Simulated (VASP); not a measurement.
# CO2 (I-42d) in VASP: notebook

The runs below take CO2 through relaxation of cell and atoms, single point, with PBE+D4, PBEsol+D3(BJ), LDA.

Program: VASP 6.6.1. These are calculated values, not measurements. Logs are shortened: lines on timing, memory, paths and dates and some standing lists are left out, and cuts for length are marked.

## Step 1: The cell of the first run

The structure is tetragonal, space group I-42d (No. 122). The conventional cell has a = 3.949 Å, b = 3.949 Å, c = 6.028 Å, α = 90.00°, β = 90.00°, γ = 90.00°. Within 1.9 Å of O (site symmetry 2) lie 2 C at 1.40 Å. Within 1.9 Å of C (site symmetry -4) lie 4 O at 1.40 Å.

## Step 2: Relaxation of cell and atoms, PBE+D4

The input, INCAR:

```
SYSTEM = CO2
ALGO     = Normal         ! electronic algorithm
EDIFF    = 1E-6           ! SCF threshold, eV
EDIFFG   = -0.01          ! ionic threshold
ENCUT    = 600            ! plane-wave cutoff, eV
GGA      = PE             ! functional
IBRION   = 2              ! ionic algorithm
ISIF     = 3              ! what is computed and relaxed
ISMEAR   = -1             ! smearing method
IVDW     = 13             ! dispersion correction
LASPH    = .True.         ! aspherical terms in the spheres
LCHARG   = .False.        ! write CHGCAR
LREAL    = .False.        ! projectors in reciprocal space
LWAVE    = .False.        ! write WAVECAR
NELM     = 80             ! most SCF steps
NSW      = 60             ! ionic steps
PREC     = Accurate       ! precision mode
SIGMA    = 0.05           ! smearing width, eV
```

The input, KPOINTS:

```
k-points
0
Gamma
  9 9 9
  0 0 0
```

The input, POSCAR:

```
CO2
1.0
   -1.9747270000      1.9747270000      3.0140580000
    1.9747270000     -1.9747270000      3.0140580000
    1.9747270000      1.9747270000     -3.0140580000
O C
4 2
Direct
    0.8750000000      0.9597980000      0.5847980000
    0.3750000000      0.2902020000      0.4152020000
    0.0402020000      0.6250000000      0.9152020000
    0.7097980000      0.1250000000      0.0847980000
    0.0000000000      0.0000000000      0.0000000000
    0.7500000000      0.2500000000      0.5000000000
```

Potentials or basis: VASP PAW PBE potentials, release 64 (O, C).

Run with:

```sh
> cat potpaw_PBE.64/O/POTCAR potpaw_PBE.64/C/POTCAR > POTCAR
> mpirun -np 1 vasp_std > vasp.out
```

OUTCAR:

```text
SYSTEM = CO2
   EDIFF = 1E-6
   EDIFFG = -0.01
   ENCUT = 600
   GGA = PE
   IBRION = 2
   ISIF = 3
   ISMEAR = -1
   IVDW = 13
   LASPH = .True.
   LREAL = .False.
   NELM = 80
   NSW = 60
   PREC = Accurate

 ion  position               nearest neighbor table
   1  0.875  0.960  0.585-   5 1.40   6 1.40
   2  0.375  0.290  0.415-   5 1.40   6 1.40
   3  0.040  0.625  0.915-   6 1.40   5 1.40
   4  0.710  0.125  0.085-   5 1.40   6 1.40
   5  0.000  0.000  0.000-   1 1.40   2 1.40   4 1.40   3 1.40
   6  0.750  0.250  0.500-   1 1.40   3 1.40   4 1.40   2 1.40

  LATTYP: Found a body centered tetragonal cell.
 ALAT       =     3.9494540000
 C/A-ratio  =     1.5263162959

  Lattice vectors:

 A1 = (  -1.9747270000,   1.9747270000,   3.0140580000)
 A2 = (   1.9747270000,  -1.9747270000,   3.0140580000)
 A3 = (   1.9747270000,   1.9747270000,  -3.0140580000)

Analysis of symmetry for initial positions (statically):
=====================================================================
 Subroutine PRICEL returns:
 Original cell was already a primitive cell.

 Routine SETGRP: Setting up the symmetry group for a
 body centered tetragonal supercell.

 Subroutine GETGRP returns: Found  8 space group operations
 (whereof  4 operations were pure point group operations)
 out of a pool of 16 trial point group operations.

The static configuration has the point symmetry S_4 .
 The point group associated with its full space group is D_2d.

Analysis of symmetry for dynamics (positions and initial velocities):
=====================================================================
 Subroutine PRICEL returns:
 Original cell was already a primitive cell.

 Routine SETGRP: Setting up the symmetry group for a
 body centered tetragonal supercell.

 Subroutine GETGRP returns: Found  8 space group operations
 (whereof  4 operations were pure point group operations)
 out of a pool of 16 trial point group operations.

The dynamic configuration has the point symmetry S_4 .
 The point group associated with its full space group is D_2d.

 Subroutine INISYM returns: Found  8 space group operations
 (whereof  4 operations are pure point group operations),
 and found     1 'primitive' translations

----------------------------------------------------------------------------------------

                                     Primitive cell

  volume of cell :      47.0138

[... 78 lines left out ...]
   k-points           NKPTS =     75   k-points in BZ     NKDIM =     75   number of bands    NBANDS=     20
   number of dos      NEDOS =    301   number of ions     NIONS =      6
   total plane-waves  NPLWV =  46656
   dimension x,y,z NGX =    36 NGY =   36 NGZ =   36
   dimension x,y,z NGXF=    72 NGYF=   72 NGZF=   72
   ions per type =               4   2
   NGX,Y,Z   is equivalent  to a cutoff of  14.57, 14.57, 14.57 a.u.
   NGXF,Y,Z  is equivalent  to a cutoff of  29.13, 29.13, 29.13 a.u.
 SYSTEM =  CO2
   PREC   = accura    normal or accurate (medium, high low for compatibility)
   ISTART =      0    job   : 0-new  1-cont  2-samecut
   ICHARG =      2    charge: 1-file 2-atom 10-const
   ISPIN  =      1    spin polarized calculation?
   LNONCOLLINEAR =      F non collinear calculations
   LSORBIT =      F    spin-orbit coupling
   LASPH  =      T    aspherical Exc in radial PAW
   ENCUT  =  600.0 eV  44.10 Ry    6.64 a.u.   8.21  8.21  8.21*2*pi/ulx,y,z
   NELM   =     80;   NELMIN=  2; NELMDL= -5     # of ELM steps
   EDIFF  = 0.1E-05   stopping-criterion for ELM
   LREAL  =      F    real-space projection
   EDIFFG = -.1E-01   stopping-criterion for IOM
   NSW    =     60    number of steps for IOM
   IBRION =      2    ionic relax: 0-MD 1-quasi-New 2-CG
   NFREE  =      1    steps in history (QN), initial steepest desc. (CG)
   ISIF   =      3    stress and relaxation
   ISYM   =      2    0-nonsym 1-usesym 2-fastsym
   POTIM  = 0.5000    time-step for ionic-motion
   TEBEG  =    0.0;   TEEND  =   0.0 temperature during run
   PSTRESS=    0.0 pullay stress
   NELECT =      32.0000    total number of electrons
   NUPDOWN=      -1.0000    fix difference up-down
   EMIN   =  10.00;   EMAX   =-10.00  energy-range for DOS
   EFERMI =   0.00;   METHOD = LEGACY
   ISMEAR =    -1;   SIGMA  =   0.05  broadening in eV -4-tet -1-fermi 0-gaus
   EFERMI_NEDOS =   21; number of points for ismear=-14 and -15
   IALGO  =     38    algorithm
   IMIX   =      4    mixing-type and parameters
     AMIX     =   0.40;   BMIX     =  1.00
     AMIX_MAG =   1.60;   BMIX_MAG =  1.00
  volume/ion in A,a.u.               =       7.84        52.88
  Fermi-wavevector in a.u.,A,eV,Ry     =   1.440068  2.721333 28.215694  2.073795
  Thomas-Fermi vector in A             =   2.558853
   LORBIT       =      0    0 simple, 1 ext, 2 COOP (PROOUT), +10 PAW based schemes
   GGA     = PE    functional components
   LHFCALC =     F    Hartree Fock is set to
   AEXX    =    0.0000 exact exchange contribution
   IVDW    =    13    specifies the selected vdW correction
   LEPSILON=     F    determine dielectric tensor
   LRPA    =     F    only Hartree local field effects (RPA)
 conjugate gradient relaxation of ions
 non-spin polarized calculation
  energy-cutoff  :      600.00
  volume of cell :       47.01
 maximum number of plane-waves:      1584
 NGX is ok and might be reduce to    36
   NGX = 17   NGY = 17   NGZ = 17

--------------------------------------- Ionic step        1  -------------------------------------------

 number of electron      31.9999994 magnetization

 Free energy of the ion-electron system (eV)
  ---------------------------------------------------
  ext. energy  EPLUGINS =         0.00000000
  ---------------------------------------------------
  free energy    TOTEN  =       -43.44868014 eV

  energy without entropy =      -43.44868014  energy(sigma->0) =      -43.44868014

------------------------ aborting loop because EDIFF is reached ----------------------------------------

  DFT-D4 for vdW energy calculation

  Edisp (eV):   -0.75972
[... 167 lines left out ...]
--------------------------------------- Ionic step        5  -------------------------------------------

 number of electron      31.9999993 magnetization

 Free energy of the ion-electron system (eV)
  ---------------------------------------------------
  ext. energy  EPLUGINS =         0.00000000
  ---------------------------------------------------
  free energy    TOTEN  =       -43.44470682 eV

  energy without entropy =      -43.44470682  energy(sigma->0) =      -43.44470682

 E-fermi :   3.3456     XC(G=0): -11.1595

 val. band max:        2.2685605375   @ k =  -0.4444   0.4444   0.4444
 cond. band min:       9.9303134648   @ k =   0.0000   0.0000   0.0000
 fundamental gap:      7.6617529274
 Fermi energy:         3.3456049069

 k-point     1 :       0.0000    0.0000    0.0000
  band No.  band energies     occupation
      1     -21.7525      2.00000
      2     -16.6595      2.00000
      3     -16.6595      2.00000
      4     -15.9661      2.00000
      5     -12.2349      2.00000
      6      -7.3502      2.00000
[... 541 lines left out ...]
     19      12.0462      0.00000
     20      12.1937      0.00000

 [... further k-points ...]

------------------------ aborting loop because EDIFF is reached ----------------------------------------

  DFT-D4 for vdW energy calculation

  Edisp (eV):   -0.77070
[... 29 lines left out ...]
  FREE ENERGIE OF THE ION-ELECTRON SYSTEM (eV)
  ---------------------------------------------------
  free  energy   TOTEN  =       -44.2154025567 eV

  energy  without entropy=      -44.2154025567  energy(sigma->0) =      -44.21540256

 reached required accuracy - stopping structural energy minimisation
```

CONTCAR:

```text
CO2
   1.00000000000000
    -1.9693445389710471    1.9693445389710471    2.9846349804513572
     1.9693445389710471   -1.9693445389710471    2.9846349804513572
     1.9693445389710471    1.9693445389710471   -2.9846349804513572
  O               C
     4     2
Direct
     0.8750000000000000    0.9572260336784441    0.5822260336784441
     0.3750000000000000    0.2927739663215561    0.4177739663215561
     0.0427739663215560    0.6250000000000000    0.9177739663215559
     0.7072260336784441    0.1250000000000000    0.0822260336784440
     0.0000000000000000    0.0000000000000000    0.0000000000000000
     0.7500000000000000    0.2500000000000000    0.5000000000000000

  0.00000000E+00  0.00000000E+00  0.00000000E+00
  0.00000000E+00  0.00000000E+00  0.00000000E+00
  0.00000000E+00  0.00000000E+00  0.00000000E+00
  0.00000000E+00  0.00000000E+00  0.00000000E+00
  0.00000000E+00  0.00000000E+00  0.00000000E+00
  0.00000000E+00  0.00000000E+00  0.00000000E+00
```

Wall time 3.4 min (1 thread of Intel Xeon Platinum 8488C (Sapphire Rapids), shared host); peak memory 0.24 GiB.

What came out:

| Quantity | Value |
| --- | --- |
| Free energy | -44.2154 eV |
| Relaxed volume | 7.72 Å³/atom |
| Relaxed cell | a = 4.082 Å, b = 4.082 Å, c = 4.082 Å, α = 122.31°, β = 122.31°, γ = 86.04° |
| Space group after relaxing (to 0.1 Å) | I-42d (No. 122) |
| Energy gained by relaxing | 1.2 meV/atom |
| Ionic steps | 5 |
| Pressure after relaxing | 0.0 GPa |
| Largest force after relaxing | 0.007 eV/Å |
| Band gap on the k mesh | 7.66 eV (least direct gap 8.06 eV) |
| Dispersion energy per atom | -0.128 eV |

Forces in eV/Å, atoms in the order of the input:
```
O   -0.007  0.000  0.000
O    0.007  0.000  0.000
O    0.000  0.007  0.000
O    0.000 -0.007  0.000
C    0.000  0.000  0.000
C    0.000  0.000  0.000
```

Stress tensor (GPa, compression positive):
```
-0.13  0.00  0.00
 0.00 -0.13  0.00
 0.00  0.00  0.18
```

Step by step:
```csv
step,energy change (eV),largest force (eV/Å),pressure (GPa),volume (Å³)
1,0.0000,0.0705,-1.96,47.01
2,-0.0047,0.1621,0.95,46.36
3,-0.0048,0.1550,0.71,46.41
4,-0.0067,0.0438,-0.29,46.26
5,-0.0070,0.0067,-0.03,46.30
```

Final structure:
```yaml
crystal:
  lattice:
    - [-1.96934, 1.96934, 2.98463]
    - [1.96934, -1.96934, 2.98463]
    - [1.96934, 1.96934, -2.98463]
  atoms:
    - { symbol: O, position: [0.87500, 0.95723, 0.58223] }
    - { symbol: O, position: [0.37500, 0.29277, 0.41777] }
    - { symbol: O, position: [0.04277, 0.62500, 0.91777] }
    - { symbol: O, position: [0.70723, 0.12500, 0.08223] }
    - { symbol: C, position: [0.00000, 0.00000, 0.00000] }
    - { symbol: C, position: [0.75000, 0.25000, 0.50000] }
```

## Step 3: Relaxation of cell and atoms, PBEsol+D3(BJ)

The input, INCAR:

```
PREC = Accurate
ENCUT = 600
EDIFF = 1E-7
ISMEAR = -1
SIGMA = 0.05
LREAL = F
LASPH = T
NELM = 100
ALGO = Normal
ISIF = 3
LWAVE = F
LCHARG = F
GGA = PS
IVDW = 12
IBRION = 2
NSW = 60
EDIFFG = -0.01
```

The input, KPOINTS:

```
regular mesh
0
Gamma
  9 9 9
```

POSCAR is that of step 2.

Potentials or basis: VASP PAW PBE potentials, release 64 (O, C).

Run with:

```sh
> cat potpaw_PBE.64/O/POTCAR potpaw_PBE.64/C/POTCAR > POTCAR
> mpirun -np 1 vasp_std > vasp.out
```

Wall time 6.3 min (1 thread of Intel Xeon Platinum 8488C (Sapphire Rapids), shared host); peak memory 0.25 GiB.

The run converged. Its results:

```
Free energy                           : -46.5485 eV
Relaxed volume                        : 7.53 Å³/atom
Relaxed cell                          : a = 4.052 Å, b = 4.052 Å, c = 4.052 Å, α = 122.43°, β = 122.43°, γ = 85.84°
Space group after relaxing (to 0.1 Å) : I-42d (No. 122)
Energy gained by relaxing             : 6.0 meV/atom
Ionic steps                           : 9
Pressure after relaxing               : 0.0 GPa
Largest force after relaxing          : 0.004 eV/Å
Band gap on the k mesh                : 7.59 eV (least direct gap 7.98 eV)
Dispersion energy per atom            : -0.069 eV
```

Forces in eV/Å, atoms in the order of the input:
```
O    0.004  0.000  0.000
O   -0.004  0.000  0.000
O    0.000 -0.004  0.000
O    0.000  0.004  0.000
C    0.000  0.000  0.000
C    0.000  0.000  0.000
```

Step by step:
```
step  energy change (eV)  largest force (eV/Å)  pressure (GPa)  volume (Å³)
   1              0.0000                0.1244           -6.81        47.01
   2              0.0074                0.7168            7.79        44.79
   3             -0.0241                0.2544           -0.36        45.95
   4             -0.0335                0.1091           -0.22        45.57
   5             -0.0353                0.0102           -0.13        45.32
   6             -0.0356                0.0160            0.04        45.27
   7             -0.0358                0.0287            0.44        45.15
   8             -0.0359                0.0102            0.21        45.16
   9             -0.0359                0.0039            0.04        45.17
```

Final structure:
```yaml
crystal:
  lattice:
    - [-1.95087, 1.95087, 2.96716]
    - [1.95087, -1.95087, 2.96716]
    - [1.95087, 1.95087, -2.96716]
  atoms:
    - { symbol: O, position: [0.87500, 0.95514, 0.58014] }
    - { symbol: O, position: [0.37500, 0.29486, 0.41986] }
    - { symbol: O, position: [0.04486, 0.62500, 0.91986] }
    - { symbol: O, position: [0.70514, 0.12500, 0.08014] }
    - { symbol: C, position: [0.00000, 0.00000, 0.00000] }
    - { symbol: C, position: [0.75000, 0.25000, 0.50000] }
```

Levels at points of the mesh, in eV from the valence-band top:
| k point | band 14 | band 15 | band 16 | band 17 | band 18 | band 19 |
| --- | --- | --- | --- | --- | --- | --- |
| (0.00, 0.00, 0.00) | -0.85 | -0.85 | -0.40 | 7.59 | 9.49 | 9.49 |

Caveat: the PAW data sets were made with another functional, which shifts forces and pressure a little. A k mesh can miss the band edges.

(Part 1 of 2 ends here.)
